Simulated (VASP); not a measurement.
# Co (Im-3m) in VASP: single point with PBE

Aim: the single point of Co with PBE.

Program: VASP 6.6.1. These are calculated values, not measurements. Logs are shortened: lines on timing, memory, paths and dates and some standing lists are left out, and cuts for length are marked.

## (1) The cell of the first run

Symmetry: Im-3m, No. 229, cubic system. The conventional cell has a = 2.769 Å, b = 2.769 Å, c = 2.769 Å, α = 90.00°, β = 90.00°, γ = 90.00°. Co (site symmetry m-3m) has 14 Co at 2.40 to 2.77 Å within 3.2 Å.

## (2) Single point, PBE

INCAR reads:

```
SYSTEM = Co
  PREC = Accurate
  ENCUT = 520
  EDIFF = 1E-7
  ISMEAR = -1
  SIGMA = 0.13605693000000002
  LREAL = .FALSE.
  LASPH = .TRUE.
  NELM = 60
  ALGO = Normal
  ISIF = 2
  LWAVE = .FALSE.
  LCHARG = .FALSE.
  GGA = PE
  NBANDS = 10
```

KPOINTS reads:

```
Automatic mesh
0
G
  17 17 17
  0 0 0
```

POSCAR reads:

```
Co
1.0
   -1.3846103593      1.3846103593      1.3846103593
    1.3846103593     -1.3846103593      1.3846103593
    1.3846103593      1.3846103593     -1.3846103593
Co
1
Direct
    0.0000000000      0.0000000000      0.0000000000
```

Potentials or basis: VASP PAW PBE potentials, release 64 (Co).

Run with:

```bash
$ cat potpaw_PBE.64/Co/POTCAR > POTCAR
$ mpirun -np 1 vasp_std > vasp.out
```

OUTCAR:

```text
SYSTEM = Co
   PREC = Accurate
   ENCUT = 520
   EDIFF = 1E-7
   ISMEAR = -1
   LREAL = .FALSE.
   LASPH = .TRUE.
   NELM = 60
   ISIF = 2
   GGA = PE

 ion  position               nearest neighbor table
   1  0.000  0.000  0.000-

  LATTYP: Found a body centered cubic cell.
 ALAT       =     2.7692207186

  Lattice vectors:

 A1 = (  -1.3846103593,   1.3846103593,   1.3846103593)
 A2 = (   1.3846103593,  -1.3846103593,   1.3846103593)
 A3 = (   1.3846103593,   1.3846103593,  -1.3846103593)

Analysis of symmetry for initial positions (statically):
=====================================================================
 Subroutine PRICEL returns:
 Original cell was already a primitive cell.

 Routine SETGRP: Setting up the symmetry group for a
 body centered cubic supercell.

 Subroutine GETGRP returns: Found 48 space group operations
 (whereof 48 operations were pure point group operations)
 out of a pool of 48 trial point group operations.

The static configuration has the point symmetry O_h .

Analysis of symmetry for dynamics (positions and initial velocities):
=====================================================================
 Subroutine PRICEL returns:
 Original cell was already a primitive cell.

 Routine SETGRP: Setting up the symmetry group for a
 body centered cubic supercell.

 Subroutine GETGRP returns: Found 48 space group operations
 (whereof 48 operations were pure point group operations)
 out of a pool of 48 trial point group operations.

The dynamic configuration has the point symmetry O_h .

 Subroutine INISYM returns: Found 48 space group operations
 (whereof 48 operations are pure point group operations),
 and found     1 'primitive' translations

----------------------------------------------------------------------------------------

                                     Primitive cell

  volume of cell :      10.6180

  direct lattice vectors                    reciprocal lattice vectors
    -1.384610359  1.384610359  1.384610359     0.000000000  0.361112422  0.361112422
     1.384610359 -1.384610359  1.384610359     0.361112422  0.000000000  0.361112422
     1.384610359  1.384610359 -1.384610359     0.361112422  0.361112422  0.000000000

  length of vectors
     2.398215491  2.398215491  2.398215491     0.510690084  0.510690084  0.510690084

  position of ions in fractional coordinates (direct lattice)
     0.000000000  0.000000000  0.000000000

  ion indices of the primitive-cell ions
   primitive index   ion index
[... 73 lines left out ...]
   EDIFF  = 0.1E-06   stopping-criterion for ELM
   LREAL  =      F    real-space projection
   EDIFFG = 0.1E-05   stopping-criterion for IOM
   NSW    =      0    number of steps for IOM
   IBRION =     -1    ionic relax: 0-MD 1-quasi-New 2-CG
   NFREE  =      0    steps in history (QN), initial steepest desc. (CG)
   ISIF   =      2    stress and relaxation
   ISYM   =      2    0-nonsym 1-usesym 2-fastsym
   POTIM  = 0.5000    time-step for ionic-motion
   TEBEG  =    0.0;   TEEND  =   0.0 temperature during run
   PSTRESS=    0.0 pullay stress
   NELECT =       9.0000    total number of electrons
   NUPDOWN=      -1.0000    fix difference up-down
   EMIN   =  10.00;   EMAX   =-10.00  energy-range for DOS
   EFERMI =   0.00;   METHOD = LEGACY
   ISMEAR =    -1;   SIGMA  =   0.14  broadening in eV -4-tet -1-fermi 0-gaus
   EFERMI_NEDOS =   21; number of points for ismear=-14 and -15
   IALGO  =     38    algorithm
   IMIX   =      4    mixing-type and parameters
     AMIX     =   0.40;   BMIX     =  1.00
     AMIX_MAG =   1.60;   BMIX_MAG =  1.00
  volume/ion in A,a.u.               =      10.62        71.65
  Fermi-wavevector in a.u.,A,eV,Ry     =   1.549321  2.927792 32.659367  2.400396
  Thomas-Fermi vector in A             =   2.654145
   LORBIT       =      0    0 simple, 1 ext, 2 COOP (PROOUT), +10 PAW based schemes
   GGA     = PE    functional components
[... 5 lines left out ...]
 non-spin polarized calculation
  energy-cutoff  :      520.00
  volume of cell :       10.62
 maximum number of plane-waves:       321
 NGX is ok and might be reduce to    18
   NGX =  9   NGY =  9   NGZ =  9

 number of electron       9.0000011 magnetization

 Free energy of the ion-electron system (eV)
  ---------------------------------------------------
  ext. energy  EPLUGINS =         0.00000000
  ---------------------------------------------------
  free energy    TOTEN  =        -6.70547334 eV

  energy without entropy =       -6.51366199  energy(sigma->0) =       -6.60956766

 E-fermi :  10.4197     XC(G=0): -13.5426

 val. band max:       10.4162390447   @ k =   0.2353   0.2353   0.0000
 cond. band min:      10.4321324004   @ k =   0.2941   0.1765  -0.0000
 fundamental gap:      0.0158933557
 Fermi energy:        10.4196541385

 k-point     1 :       0.0000    0.0000    0.0000
  band No.  band energies     occupation
      1       1.5278      2.00000
      2       8.5937      2.00000
      3       8.5937      2.00000
      4       8.5937      2.00000
      5      10.1245      1.79491
      6      10.1245      1.79491
      7      36.4125      0.00000
      8      36.4125      0.00000
      9      36.4125      0.00000
     10      42.0079      0.00000
[... 287 lines left out ...]
 k-point    24 :       0.1765    0.1765    0.0000
  band No.  band energies     occupation
      1       4.9378      2.00000
      2       7.9334      2.00000
      3       8.0313      2.00000
      4       9.7783      1.98222
      5      10.3032      1.40361
      6      10.6707      0.27297
      7      26.3170      0.00000
      8      27.2802      0.00000
      9      32.9501      0.00000
     10      37.2067      0.00000

 [... further k-points ...]

------------------------ aborting loop because EDIFF is reached ----------------------------------------

  FORCE on cell =-STRESS in cart. coord.  units (eV):
  Direction    XX          YY          ZZ          XY          YZ          ZX
  --------------------------------------------------------------------------------------
  -------------------------------------------------------------------------------------
  Total       -0.0563013     -0.0563013     -0.0563013     -0.0000000     -0.0000000      0.0000000
  in kB       -8.4954411     -8.4954411     -8.4954411     -0.0000000     -0.0000000      0.0000000
  external PRESSURE =      -8.4954411 kB  Pullay stress =       0.0000000 kB

 VOLUME and BASIS-vectors are now :
 -----------------------------------------------------------------------------
  energy-cutoff  :      520.00
  volume of cell :       10.62
      direct lattice vectors                 reciprocal lattice vectors
    -1.384610359  1.384610359  1.384610359     0.000000000  0.361112422  0.361112422
     1.384610359 -1.384610359  1.384610359     0.361112422  0.000000000  0.361112422
     1.384610359  1.384610359 -1.384610359     0.361112422  0.361112422  0.000000000

 POSITION                                       TOTAL-FORCE (eV/Angst)
 -----------------------------------------------------------------------------------
      0.00000      0.00000      0.00000         0.000000      0.000000     -0.000000
 -----------------------------------------------------------------------------------
    total drift:                                0.000000     -0.000000      0.000000

  FREE ENERGIE OF THE ION-ELECTRON SYSTEM (eV)
  ---------------------------------------------------
  free  energy   TOTEN  =        -6.7054733411 eV

  energy  without entropy=       -6.5136619868  energy(sigma->0) =       -6.60956766
```

Wall time 19 s (1 thread of AMD EPYC 7R43 (Zen 3), shared host); peak memory 0.1 GiB.

Results:

| Quantity | Value |
| --- | --- |
| Free energy | -6.7055 eV |
| Pressure | -0.8 GPa |

Levels at points of the mesh, in eV from the Fermi level:
| k point | band 1 | band 2 | band 3 | band 4 | band 5 | band 6 | band 7 | band 8 | band 9 | band 10 |
| --- | --- | --- | --- | --- | --- | --- | --- | --- | --- | --- |
| (0.00, 0.00, 0.00) | -8.89 | -1.83 | -1.83 | -1.83 | -0.30 | -0.30 | 25.99 | 25.99 | 25.99 | 31.59 |

Caveat: the run has no spin polarisation, though such a crystal can be magnetic. Spin polarisation is off, so any magnetic state and its effect on volume and gap are missing.
